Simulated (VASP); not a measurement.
Write the native input for VASP 6.6.1 that does the following.

```
Task                   : relaxation of cell and atoms
Functional             : PBE
Potentials or basis    : VASP PAW PBE potentials, release 64 (Zn, H)
Cutoff                 : 600 eV
k mesh                 : 18 × 18 × 18
Occupations            : gaussian, width 0.1 eV
Spin                   : no spin polarisation
Dipole correction      : no
Further INCAR settings : ALGO = Normal; EDIFF = 1e-06; IBRION = 2; EDIFFG = -0.01; NSW = 100; ISIF = 3
```

The structure of ZnH2 lies in POSCAR:

```
ZnH2
1.0
    0.0000000000      2.2920447074      2.2920447074
    2.2920447074      0.0000000000      2.2920447074
    2.2920447074      2.2920447074      0.0000000000
Zn H
1 2
Direct
    0.7500000000      0.7500000000      0.7500000000
    0.0000000000      0.0000000000      0.0000000000
    0.2500000000      0.2500000000      0.2500000000
```

One way to write it, as run:

INCAR

```
PREC     = Accurate       # precision mode
ENCUT    = 600            # plane-wave cutoff, eV
EDIFF    = 1E-6           # SCF threshold, eV
ISMEAR   = 0              # smearing method
SIGMA    = 0.1            # smearing width, eV
LREAL    = F              # projectors in reciprocal space
LASPH    = T              # aspherical terms in the spheres
NELM     = 100            # most SCF steps
ALGO     = Normal         # electronic algorithm
ISIF     = 3              # what is computed and relaxed
LWAVE    = F              # write WAVECAR
LCHARG   = F              # write CHGCAR
GGA      = PE             # functional
IBRION   = 2              # ionic algorithm
NSW      = 100            # ionic steps
EDIFFG   = -0.01          # ionic threshold
```

KPOINTS

```
regular mesh
0
Gamma
  18 18 18
```

Potentials or basis: VASP PAW PBE potentials, release 64 (Zn, H).

Run with:

```bash
$ cat potpaw_PBE.64/Zn/POTCAR potpaw_PBE.64/H/POTCAR > POTCAR
$ mpirun -np 1 vasp_std > vasp.out
```

Results of the run:

```yaml
Relaxed_volume: 7.93 Å³/atom
Relaxed_cell: a = 3.228 Å, b = 3.228 Å, c = 3.228 Å, α = 60.00°, β = 60.00°, γ = 60.00°
Space_group_after_relaxing_to_0.05_Å: F-43m (No. 216)
Energy_gained_by_relaxing: 0.4 meV/atom
Ionic_steps: 3
Pressure_after_relaxing: -0.2 GPa
Band_gap_on_the_k_mesh: zero (band 7 reaches 5.58 eV, above the bottom of band 8 at 1.19 eV)
```

Wall time 91 s on 1 thread of Intel(R) Xeon(R) Platinum 8259CL CPU @ 2.50GHz (Skylake/Cascade Lake), with other jobs on the host, peak memory 0.21 GiB.
